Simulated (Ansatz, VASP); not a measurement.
Sn in VASP and in Ansatz

```
Sn
1.0
     0.00000    3.27589    3.27589
     3.27589    0.00000    3.27589
     3.27589    3.27589    0.00000
Sn
2
Direct
  0.75000 0.75000 0.75000
  0.50000 0.50000 0.50000
```

Alike in both runs: task single point; functional HSE06; k mesh 4 × 4 × 4; occupations fermi-dirac, width 0.05 eV; no spin polarisation.

|  | VASP | Ansatz |
| --- | --- | --- |
| version | VASP 6.6.1 | Ansatz 0.2.0 |
| potentials or method | VASP PAW PBE potentials, release 64 (Sn_d) | Ansatz PAW |
| plane-wave cutoff (eV) | 520 | 420 |
| valence electrons in the cell | 28 | 28 |

VASP gave:

* gap on the k mesh at the Fermi level (eV): none
* pressure (GPa): 0.5

**Question.** What did Ansatz give for the same quantities?

**Answer.** gap on the k mesh at the Fermi level (eV): none; pressure (GPa): 0.6.

A gap of «none» marks a metal or a gap that the smearing closes.

The k mesh is coarse, so the values compare programs but aren't converged.
